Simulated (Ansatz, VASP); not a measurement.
NbP: VASP beside Ansatz

INCAR

```
SYSTEM = NbP
  PREC = Accurate
  ENCUT = 520
  EDIFF = 1E-6
  ISMEAR = 0
  SIGMA = 0.1
  LREAL = .False.
  LASPH = .True.
  NELM = 100
  ALGO = Normal
  ISIF = 2
  LWAVE = .False.
  LCHARG = .False.
  GGA = PE
  NBANDS = 26
```

Contents of KPOINTS:

```
Automatic mesh
0
Gamma
  6 6 6
  0 0 0
```

Contents of POSCAR:

```
NbP
1.0
   -1.6625000000      1.6625000000      5.6900000000
    1.6625000000     -1.6625000000      5.6900000000
    1.6625000000      1.6625000000     -5.6900000000
Nb P
2 2
Direct
    0.0000000000      0.0000000000      0.0000000000
    0.7500000000      0.2500000000      0.5000000000
    0.5000000000      0.5000000000      0.0000000000
    0.2500000000      0.7500000000      0.5000000000
```

Input for Ansatz:

```yaml
crystal:
  lattice:
    - [-1.6625, 1.6625, 5.69]
    - [1.6625, -1.6625, 5.69]
    - [1.6625, 1.6625, -5.69]
  atoms:
    - { symbol: Nb, position: [0.0, 0.0, 0.0] }
    - { symbol: Nb, position: [0.75, 0.25, 0.5] }
    - { symbol: P, position: [0.5, 0.5, 0.0] }
    - { symbol: P, position: [0.25, 0.75, 0.5] }
basis:
  ecutwfc: "21 Ha"
kpoints:
  mp_grid: { grid: [6, 6, 6] }
hamiltonian:
  xc: pbe
scf:
  occupations: { method: gaussian, width: 0.1 }
  n_extra_bands: 20
output:
  forces: true
  stress: true
  eigenvalues: true
```

Alike in both runs: task single point; functional PBE; k mesh 6 × 6 × 6; occupations gaussian, width 0.1 eV; no spin polarisation.

|  | VASP | Ansatz |
| --- | --- | --- |
| version | VASP 6.6.1 | Ansatz 0.2.0 |
| potentials or method | VASP PAW PBE potentials, release 64 (Nb_sv, P), cutoff 520 eV | scalar-relativistic, plane waves, PAW |
| valence electrons in the cell | 36 | 36 |

Ansatz gave:

- gap on the k mesh at the Fermi level (eV): none
- pressure (GPa): 19.2
- traceless stress, the component that is largest in VASP (GPa): -29.24

Problem. What did VASP give for the same quantities?

Solution. gap on the k mesh at the Fermi level (eV): none; pressure (GPa): 18.7; traceless stress, the component that is largest in VASP (GPa): -28.98.

A gap of «none» marks a metal or a gap that the smearing closes.

The k mesh is coarse, so the values compare programs but aren't converged.
